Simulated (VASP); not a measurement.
Here is a VASP 6.6.1 calculation.

INCAR

```
SYSTEM = Be2CdO3
ALGO = Normal
EDIFF = 1E-7
EDIFFG = -0.08
ENCUT = 600
GGA = PE
GGA_COMPAT = .False.
IBRION = 2
ISIF = 3
ISMEAR = 0
LASPH = .True.
LCHARG = .False.
LREAL = .False.
LWAVE = .False.
NELM = 120
NELMIN = 4
NSW = 36
PREC = Accurate
SIGMA = 0.15
```

The input KPOINTS:

```
k-points
0
Gamma
  4 4 2
  0 0 0
```

File POSCAR:

```
Be2CdO3
1.0
    3.7597719500      0.0000000000      0.0000000000
   -1.8798859700      3.2560580200      0.0000000000
    0.0000000000      0.0000000000      5.9894376300
Be Cd O
2 1 3
Direct
    0.3333333300      0.6666666700      0.2521899900
    0.6666666700      0.3333333300      0.7478100100
    0.0000000000      0.0000000000      0.0000000000
    0.3333333300      0.6666666700      0.6439999900
    0.6666666700      0.3333333300      0.3560000100
    0.0000000000      0.0000000000      0.5000000000
```

Potentials or basis: VASP PAW PBE potentials, release 64 (Be, Cd, O).

Launch:

```bash
$ cat potpaw_PBE.64/Be/POTCAR potpaw_PBE.64/Cd/POTCAR potpaw_PBE.64/O/POTCAR > POTCAR
$ mpirun -np 1 vasp_std > vasp.out
```

(1) Estimate the space group after relaxing (to 0.1 Å).

(2) Predict the relaxed volume.

(3) Estimate the relaxed cell.

## Answers

(1) P-3m1 (No. 164).

(2) 8.41 Å³/atom.

(3) a = 2.817 Å, b = 2.817 Å, c = 7.342 Å, α = 90.00°, β = 90.00°, γ = 120.00°.

Caveat: the k points lie up to 0.64 Å⁻¹ apart in the final cell; the volume moved by over 15 % at a fixed basis, so the end points are rough.
